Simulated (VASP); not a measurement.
Crystal: Si3Se2.

```
Si Se
1.0
     3.15145    1.81949    5.73611
    -3.15145    1.81949    5.73611
     0.00000   -3.63898    5.73611
Si Se
6 4
Direct
  0.05625 0.44375 0.75000
  0.75000 0.05625 0.44375
  0.44375 0.75000 0.05625
  0.94375 0.55625 0.25000
  0.25000 0.94375 0.55625
  0.55625 0.25000 0.94375
  0.85218 0.85218 0.85218
  0.64782 0.64782 0.64782
  0.14782 0.14782 0.14782
  0.35218 0.35218 0.35218
```

```yaml
Program: VASP 6.6.1
Task: relaxation of cell and atoms
Functional: PBE
Potentials_or_basis: VASP PAW PBE potentials, release 64 (Si, Se)
Cutoff: 600 eV
k_mesh: 3 × 3 × 3
Occupations: gaussian, width 0.1 eV
Spin: no spin polarisation
```

At the start: pressure 8.9 GPa; volume 19.73 Å³/atom.

Task: How do energy, volume and symmetry change on relaxing?

Result: Over 22 steps the energy falls by 220.2 meV/atom and the volume is 28.25 Å³/atom (+43.1 %); space group R-3c (No. 167, to 0.05 Å).

Step by step:
```csv
step,energy change (eV),largest force (eV/Å),pressure (GPa),volume (Å³)
1,0.0000,0.5945,8.90,197.35
2,-0.9225,0.4547,-0.10,230.30
3,-0.9275,0.4583,-0.70,233.86
4,-1.0522,0.4670,-0.37,233.38
5,-1.2067,0.3335,1.25,231.99
6,-1.2867,0.4103,1.06,236.19
7,-1.4857,0.7326,0.95,249.09
8,-1.6018,1.7950,2.69,276.26
9,-1.6272,1.2396,1.72,264.37
10,-1.7242,1.1254,1.37,268.76
11,-1.9573,0.7900,0.46,282.21
12,-2.1284,0.1394,-0.73,310.33
13,-2.1309,0.2211,-0.62,306.65
14,-2.1453,0.2300,-0.46,304.50
15,-2.1716,0.2580,0.03,298.09
16,-2.1454,0.3877,1.15,285.52
17,-2.1752,0.2729,0.30,294.84
18,-2.1868,0.0942,-0.02,294.05
19,-2.1880,0.0668,-0.17,293.67
20,-2.1912,0.0574,-0.15,292.54
21,-2.1985,0.0307,-0.07,289.17
22,-2.2024,0.0278,0.12,282.49
```

Final structure:
```
Si Se
1.0
     3.59649    2.07643    6.30450
    -3.59649    2.07643    6.30450
     0.00000   -4.15286    6.30450
Si Se
6 4
Direct
  0.98202 0.51798 0.75000
  0.75000 0.98202 0.51798
  0.51798 0.75000 0.98202
  0.01798 0.48202 0.25000
  0.25000 0.01798 0.48202
  0.48202 0.25000 0.01798
  0.84630 0.84630 0.84630
  0.65370 0.65370 0.65370
  0.15370 0.15370 0.15370
  0.34630 0.34630 0.34630
```

Caveat: the volume moved by over 15 % at a fixed basis, so the end points are rough.
